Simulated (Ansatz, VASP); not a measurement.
## Two plane-wave programs on BeS

```
CELL_PARAMETERS angstrom
0.00000 2.43431 2.43431
2.43431 0.00000 2.43431
2.43431 2.43431 0.00000
ATOMIC_POSITIONS crystal
Be 0.00000 0.00000 0.00000
S 0.25000 0.25000 0.25000
```

Alike in both runs: task single point; functional r2SCAN; k mesh 8 × 8 × 8; no spin polarisation.

```csv
,VASP,Ansatz
version,VASP 6.6.1,Ansatz 0.2.0
potentials or method,"VASP PAW PBE potentials, release 64 (Be, S)","plane waves, PAW"
plane-wave cutoff (eV),520,500
occupations,"gaussian, width 0.01 eV",fixed
valence electrons in the cell,8,8
```

|  | VASP | Ansatz | Ansatz less VASP |
| --- | --- | --- | --- |
| gap on the k mesh at the Fermi level (eV) | 3.60 | 3.59 | -0.009 |
| pressure (GPa) | 0.3 | 0.0 | -0.27 |

VASP's potentials were made for PBE, not for r2SCAN.
